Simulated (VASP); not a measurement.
# Li2Pt (P6/mmm) in VASP: notebook, part 3 of 3

VASP 6.6.1. Earlier steps stand in the parts before.

## (6) Electric field gradients, LDA (zz strain of +2 %)

Contents of INCAR:

```
ALGO = Normal
EDIFF = 1E-8
ENCUT = 520
ISIF = 2
ISMEAR = -1
LASPH = True
LCHARG = False
LEFG = True
LREAL = False
LWAVE = False
NBANDS = 15
NELM = 60
PREC = Accurate
SIGMA = 0.03
```

Contents of KPOINTS:

```
k-points
0
Gamma
  9 9 12
```

Contents of POSCAR:

```
Li2Pt
1.0
    4.1859989866      0.0000000000      0.0000000000
   -2.0929994933      3.6251814627      0.0000000000
    0.0000000000      0.0000000000      2.7142200000
Li Pt
2 1
Direct
    0.3333333333      0.6666666667      0.5000000000
    0.6666666667      0.3333333333      0.5000000000
    0.0000000000      0.0000000000      0.0000000000
```

Potentials or basis: VASP PAW LDA potentials, release 64 (Li_sv, Pt).

Launch:

```sh
> cat potpaw_LDA.64/Li_sv/POTCAR potpaw_LDA.64/Pt/POTCAR > POTCAR
> mpirun -np 1 vasp_std > vasp.out
```

OUTCAR:

```text
EDIFF = 1E-8
   ENCUT = 520
   ISIF = 2
   ISMEAR = -1
   LASPH = True
   LREAL = False
   NELM = 60
   PREC = Accurate

 ion  position               nearest neighbor table
   1  0.333  0.667  0.500-   2 2.42   2 2.42   2 2.42   3 2.77   3 2.77   3 2.77   3 2.77   3 2.77
                             3 2.77
   2  0.667  0.333  0.500-   1 2.42   1 2.42   1 2.42   3 2.77   3 2.77   3 2.77   3 2.77   3 2.77
                             3 2.77
   3  0.000  0.000  0.000-   1 2.77   2 2.77   1 2.77   2 2.77   2 2.77   2 2.77   1 2.77   1 2.77
                             2 2.77   2 2.77   1 2.77   1 2.77

  LATTYP: Found a hexagonal cell.
 ALAT       =     4.1859989866
 C/A-ratio  =     0.6484043615

  Lattice vectors:

 A1 = (   4.1859989866,   0.0000000000,   0.0000000000)
 A2 = (  -2.0929994933,   3.6251814627,   0.0000000000)
 A3 = (   0.0000000000,   0.0000000000,   2.7142200000)

Analysis of symmetry for initial positions (statically):
=====================================================================
 Subroutine PRICEL returns:
[... 632 lines left out ...]

 POSITION                                       TOTAL-FORCE (eV/Angst)
 -----------------------------------------------------------------------------------
     -0.00000      2.41679      1.35711        -0.000000      0.000000      0.000000
      2.09300      1.20839      1.35711         0.000000     -0.000000     -0.000000
      0.00000      0.00000      0.00000         0.000000      0.000000      0.000000
 -----------------------------------------------------------------------------------
    total drift:                                0.000000     -0.000000     -0.000000

  FREE ENERGIE OF THE ION-ELECTRON SYSTEM (eV)
  ---------------------------------------------------
  free  energy   TOTEN  =       -13.1080242764 eV

  energy  without entropy=      -13.1041147141  energy(sigma->0) =      -13.10606950

 Electric field gradients (V/A^2)
---------------------------------------------------------------------
 ion       V_xx      V_yy      V_zz      V_xy      V_xz      V_yz
---------------------------------------------------------------------
   1      -0.066    -0.069     0.135    -0.002     0.000    -0.000
   2      -0.066    -0.069     0.135    -0.002     0.000    -0.000
   3     150.329   150.328  -300.657    -0.001     0.000    -0.000
---------------------------------------------------------------------

 Electric field gradients after diagonalization (V/A^2)
 (convention: |V_zz| > |V_xx| > |V_yy|)
----------------------------------------------------------------------
 ion       V_xx      V_yy      V_zz     asymmetry (V_yy - V_xx)/ V_zz
----------------------------------------------------------------------
   1      -0.070    -0.065     0.135       0.041
   2      -0.070    -0.065     0.135       0.041
   3     150.329   150.328  -300.657       0.000
----------------------------------------------------------------------

           NMR quadrupolar parameters

 Cq : quadrupolar parameter    Cq=e*Q*V_zz/h
 eta: asymmetry parameters     (V_yy - V_xx)/ V_zz
 Q  : nuclear electric quadrupole moment in mb (millibarn)
----------------------------------------------------------------------
 ion       Cq(MHz)       eta       Q (mb)
----------------------------------------------------------------------
   1       0.000       0.041       1.000
   2       0.000       0.041       1.000
   3      -0.727       0.000       1.000
----------------------------------------------------------------------
```

It took 26 s on 1 thread of Intel Xeon Platinum 8375C at 2.90GHz (Ice Lake), shared host; peak memory 0.17 GiB.

Results:

```yaml
Free_energy: -13.1080 eV
Band_gap_on_the_k_mesh: zero (band 8 reaches 5.94 eV, above the bottom of band 9 at 4.10 eV)
```

Levels at points of the mesh, in eV from the Fermi level:
```csv
k point,band 5,band 6,band 7,band 8,band 9,band 10,band 11,band 12
"(0.00, 0.00, 0.00)",-3.12,-3.12,-0.66,-0.66,4.01,4.01,6.45,6.45
"(0.00, 0.00, 0.50)",-3.50,-2.04,-2.04,0.52,2.63,6.48,6.48,7.37
```

Electric field gradients, principal values (V/Å²):
| atom | least | middle | greatest (by size) |
| --- | --- | --- | --- |
| 1 Li | -0.065 | -0.070 | 0.135 |
| 2 Li | -0.065 | -0.070 | 0.135 |
| 3 Pt | 150.328 | 150.329 | -300.657 |

Caveat: the cell differs from its parent crystal (zz strain of +2 %); without QUAD_EFG the Cq values of the log hold for a quadrupole moment of 1 mb, not for the nuclei; spin-orbit coupling is left out, which moves the levels of the heavy elements.

## (7) Overview

```tsv
cell	gap on the mesh (eV)
a = 4.200, b = 4.200, c = 2.670 Å, angles 90.0, 90.0, 120.0°, 3 atoms	none
a = 4.241, b = 4.241, c = 2.696 Å, angles 90.0, 90.0, 120.0°, 3 atoms	none
a = 4.172, b = 4.172, c = 2.652 Å, angles 90.0, 90.0, 120.0°, 3 atoms	none
a = 4.186, b = 4.186, c = 2.714 Å, angles 90.0, 90.0, 120.0°, 3 atoms	none
```

Alike in all rows: task electric field gradients; level LDA; potentials or basis VASP PAW LDA potentials, release 64 (Li_sv, Pt); no spin polarisation; k mesh 9 × 9 × 12; cutoff (eV) 520; smearing fermi-dirac 0.03 eV.

Caveats: spin-orbit coupling is left out, which moves the levels of the heavy elements.

Total energies depend on the potentials used, so only differences within one code and one set of settings carry meaning.
